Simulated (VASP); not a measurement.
PbSe:

```
Pb Se
1.0
     0.00000    3.06065    3.06065
     3.06065    0.00000    3.06065
     3.06065    3.06065    0.00000
Pb Se
1 1
Cartesian
  0.0000 0.0000 0.0000
  3.0606 3.0606 3.0606
```

Base run:

```yaml
Program: VASP 6.6.1
Functional: BLYP
Potentials_or_basis: VASP PAW PBE potentials, release 64 (Pb_d, Se)
Cutoff: 500 eV
k_mesh: 5 × 5 × 5
Occupations: gaussian, width 0.01 eV
Spin: no spin polarisation
```

Its results: pressure 5.9 GPa.

Question: The run is repeated on the same cell with these changes: functional from BLYP to RPBE. What comes out?

Answer: Pressure 4.1 GPa.

Caveats: the cell stands under pressure; the PAW data sets were made with another functional, which shifts forces and pressure a little.
